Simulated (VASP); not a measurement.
# Si2F in VASP: notebook, part 2 of 2

VASP 6.6.1.

## (3) Relaxation of cell and atoms, r2SCAN

This run uses another cell than the first one, of 12.98 Å³/atom.

File POSCAR:

```
Si2F
1.0
    1.7350750000      3.0052350000      0.0000000000
   -1.7350750000      3.0052350000      0.0000000000
    0.0000000000      0.0000000000      3.7347750000
Si F
2 1
Direct
    0.3333000000      0.3334000000      0.5000000000
    0.6666000000      0.6667000000      0.5000000000
    0.0000000000      0.0000000000      0.0000000000
```

File INCAR.step1:

```
SYSTEM = Si2F
ALGO     = Normal         ! electronic algorithm
EDIFF    = 1E-4           ! SCF threshold, eV
ENCUT    = 600            ! plane-wave cutoff, eV
GGA      = PE             ! functional
ISMEAR   = -1             ! smearing method
LASPH    = .True.         ! aspherical terms in the spheres
LCHARG   = .False.        ! write CHGCAR
LREAL    = .False.        ! projectors in reciprocal space
LWAVE    = .True.         ! write WAVECAR
NELM     = 100            ! most SCF steps
PREC     = Accurate       ! precision mode
SIGMA    = 0.1            ! smearing width, eV
```

File INCAR.step2:

```
SYSTEM = Si2F
ALGO     = Normal         ! electronic algorithm
EDIFF    = 1E-7           ! SCF threshold, eV
EDIFFG   = -0.01          ! ionic threshold
ENCUT    = 600            ! plane-wave cutoff, eV
IBRION   = 2              ! ionic algorithm
ISIF     = 3              ! what is computed and relaxed
ISMEAR   = -1             ! smearing method
ISTART   = 1            
LASPH    = .True.         ! aspherical terms in the spheres
LCHARG   = .False.        ! write CHGCAR
LMIXTAU  = .True.       
LREAL    = .False.        ! projectors in reciprocal space
LWAVE    = .False.        ! write WAVECAR
METAGGA  = R2SCAN         ! meta-GGA
NELM     = 100            ! most SCF steps
NSW      = 60             ! ionic steps
PREC     = Accurate       ! precision mode
SIGMA    = 0.1            ! smearing width, eV
```

File KPOINTS:

```
k-points
0
Gamma
  6 6 5
  0 0 0
```

Potentials or basis: VASP PAW PBE potentials, release 64 (Si, F).

Launch:

```sh
$ cat potpaw_PBE.64/Si/POTCAR potpaw_PBE.64/F/POTCAR > POTCAR
$ cp INCAR.step1 INCAR
$ mpirun -np 1 vasp_std > vasp.out
$ cp INCAR.step2 INCAR
$ mpirun -np 1 vasp_std > vasp.out
```

OUTCAR:

```text
SYSTEM = Si2F
   EDIFF = 1E-7
   EDIFFG = -0.01
   ENCUT = 600
   IBRION = 2
   ISIF = 3
   ISMEAR = -1
   ISTART = 1
   LASPH = .True.
   LREAL = .False.
   METAGGA = R2SCAN
   NELM = 100
   NSW = 60
   PREC = Accurate

 ion  position               nearest neighbor table
   1  0.333  0.333  0.500-   2 2.00   2 2.00   2 2.00
   2  0.667  0.667  0.500-   1 2.00   1 2.00   1 2.00
   3  0.000  0.000  0.000-

  LATTYP: Found a hexagonal cell.
 ALAT       =     3.4701473543
 C/A-ratio  =     1.0762583310

  Lattice vectors:

 A1 = (   1.7350750000,  -3.0052350000,   0.0000000000)
 A2 = (   1.7350750000,   3.0052350000,   0.0000000000)
 A3 = (   0.0000000000,   0.0000000000,   3.7347750000)

Analysis of symmetry for initial positions (statically):
=====================================================================
 Subroutine PRICEL returns:
 Original cell was already a primitive cell.

 Routine SETGRP: Setting up the symmetry group for a
 hexagonal supercell.

 Subroutine GETGRP returns: Found  4 space group operations
 (whereof  4 operations were pure point group operations)
 out of a pool of 24 trial point group operations.

The static configuration has the point symmetry C_2v.

Analysis of symmetry for dynamics (positions and initial velocities):
[... 162 lines left out ...]

------------------------ aborting loop because EDIFF is reached ----------------------------------------

  FORCE on cell =-STRESS in cart. coord.  units (eV):
  Direction    XX          YY          ZZ          XY          YZ          ZX
  --------------------------------------------------------------------------------------
  -------------------------------------------------------------------------------------
  Total       18.9272372     18.9455454      2.8535527      0.0000000      0.0000000      0.0000000
  in kB      778.5861584    779.3392807    117.3830408      0.0000000      0.0000000      0.0000000
  external PRESSURE =     558.4361600 kB  Pullay stress =       0.0000000 kB
[... 773 lines left out ...]
  band No.  band energies     occupation
      1     -18.6664      2.00000
      2      -5.0989      2.00000
      3      -2.8420      2.00000
      4      -0.3274      2.00000
      5       0.9733      2.00000
      6       1.1240      2.00000
      7       2.0485      2.00000
      8       5.2328      0.00981
      9       6.6885      0.00000
     10       8.1055      0.00000
     11      11.0772      0.00000

 [... further k-points ...]

[... ionic steps 4 to 18 ...]

--------------------------------------- Ionic step       19  -------------------------------------------

 number of electron      15.0000018 magnetization

------------------------ aborting loop because EDIFF is reached ----------------------------------------
[... 69 lines left out ...]
--------------------------------------- Ionic step       21  -------------------------------------------

 number of electron      15.0000018 magnetization

 Free energy of the ion-electron system (eV)
  ---------------------------------------------------
  ext. energy  EPLUGINS =         0.00000000
  ---------------------------------------------------
  free energy    TOTEN  =       -21.58096590 eV

  energy without entropy =      -21.54820162  energy(sigma->0) =      -21.56458376

 E-fermi :   6.0834     XC(G=0): -11.1205

 val. band max:        5.8260881283   @ k =  -0.1667   0.3333   0.4000
 cond. band min:       6.1441034070   @ k =  -0.1667   0.3333   0.4000
 fundamental gap:      0.3180152787
 Fermi energy:         6.0834024024
[... 366 lines left out ...]
  FREE ENERGIE OF THE ION-ELECTRON SYSTEM (eV)
  ---------------------------------------------------
  free  energy   TOTEN  =       -21.5809659011 eV

  energy  without entropy=      -21.5482016225  energy(sigma->0) =      -21.56458376

 reached required accuracy - stopping structural energy minimisation
```

OUTCAR.step1:

```text
SYSTEM = Si2F
   EDIFF = 1E-4
   ENCUT = 600
   GGA = PE
   ISMEAR = -1
   LASPH = .True.
   LREAL = .False.
   NELM = 100
[... 558 lines left out ...]
     -0.00017      2.00359      1.86739         0.000000     -0.008682      0.000000
     -0.00017      4.00688      1.86739         0.000000      0.008682      0.000000
      0.00000      0.00000      0.00000        -0.000001      0.000000      0.000000
 -----------------------------------------------------------------------------------
    total drift:                                0.000008     -0.000000     -0.000000

  FREE ENERGIE OF THE ION-ELECTRON SYSTEM (eV)
  ---------------------------------------------------
  free  energy   TOTEN  =       -11.1262101158 eV

  energy  without entropy=      -11.0847836666  energy(sigma->0) =      -11.10549689
```

OSZICAR.step1:

```text
N       E                     dE             d eps       ncg     rms          rms(c)
DAV:   1     0.521886394203E+02    0.52189E+02   -0.71702E+03   858   0.130E+03
DAV:   2    -0.908012308734E+01   -0.61269E+02   -0.55603E+02  1064   0.204E+02
DAV:   3    -0.121047330410E+02   -0.30246E+01   -0.29643E+01  1047   0.445E+01
DAV:   4    -0.121423541986E+02   -0.37621E-01   -0.37503E-01  1013   0.517E+00
DAV:   5    -0.121429618941E+02   -0.60770E-03   -0.60755E-03  1025   0.633E-01    0.859E+00
DAV:   6    -0.113800875454E+02    0.76287E+00   -0.33279E+00   948   0.175E+01    0.522E+00
DAV:   7    -0.111966467479E+02    0.18344E+00   -0.57769E-01   993   0.860E+00    0.297E+00
DAV:   8    -0.111262172898E+02    0.70429E-01   -0.27461E-01   963   0.377E+00    0.418E-01
DAV:   9    -0.111260660539E+02    0.15124E-03   -0.63268E-03   966   0.745E-01    0.234E-01
DAV:  10    -0.111261884780E+02   -0.12242E-03   -0.87808E-04   984   0.265E-01    0.541E-02
DAV:  11    -0.111262101158E+02   -0.21638E-04   -0.19265E-05   534   0.434E-02
   1 F= -.11126210E+02 E0= -.11105497E+02  d E =-.414264E-01
```

Wall time 43 min (1 thread of Intel Xeon 8259CL, shared host); peak memory 0.15 GiB.

Results:

* Free energy: -21.5810 eV
* Relaxed volume: 13.67 Å³/atom
* Relaxed cell: a = 4.119 Å, b = 4.119 Å, c = 2.791 Å, α = 90.00°, β = 90.00°, γ = 59.97°
* Space group after relaxing (to 0.1 Å): P6/mmm (No. 191)
* Energy gained by relaxing: 799.4 meV/atom
* Ionic steps: 21
* Pressure after relaxing: 0.0 GPa
* Band gap on the k mesh: zero (an odd number of electrons rules out a gap without spin polarisation)

Forces on the atoms (eV/Å):
```
Si   0.000  0.002  0.000
Si   0.000 -0.002  0.000
F    0.000  0.000  0.000
```

The path:
```tsv
step	energy change (eV)	largest force (eV/Å)	pressure (GPa)	volume (Å³)
1	0.0000	0.0089	55.84	38.95
2	-0.4721	0.0047	-18.37	69.32
3	-2.1324	0.0081	-3.40	51.85
4	-2.1406	0.0080	-1.92	51.16
5	-2.1416	0.0080	-1.19	50.84
6	-2.1661	0.0089	-1.07	50.08
7	-2.2176	0.0483	-0.60	47.97
8	-2.2928	0.1242	1.87	43.56
9	-1.7688	0.1343	25.69	34.02
10	-2.3096	0.1394	2.49	42.84
11	-2.3469	0.1804	7.56	38.53
12	-2.3625	0.1698	5.21	40.20
13	-2.3795	0.1221	4.01	40.18
14	-2.3938	0.0394	1.77	40.12
15	-2.3938	0.0358	1.67	40.11
16	-2.3955	0.0308	1.35	40.29
17	-2.3981	0.0158	0.44	40.82
18	-2.3982	0.0118	0.22	40.97
19	-2.3982	0.0113	0.18	40.98
20	-2.3983	0.0053	0.09	40.99
21	-2.3983	0.0022	-0.02	41.00
```

Final structure:
```
CELL_PARAMETERS angstrom
2.05863 3.56746 0.00000
-2.05863 3.56746 0.00000
0.00000 0.00000 2.79106
ATOMIC_POSITIONS crystal
Si 0.33331 0.33342 0.50000
Si 0.66658 0.66669 0.50000
F 0.00000 0.00000 0.00000
```

Caveat: a cell axis changed by over 15 % at a fixed basis, so the end point is rough; the PAW data sets were made with another functional, which shifts forces and pressure a little; an odd number of electrons without spin polarisation forces a metal; a magnetic or distorted state may lie lower.
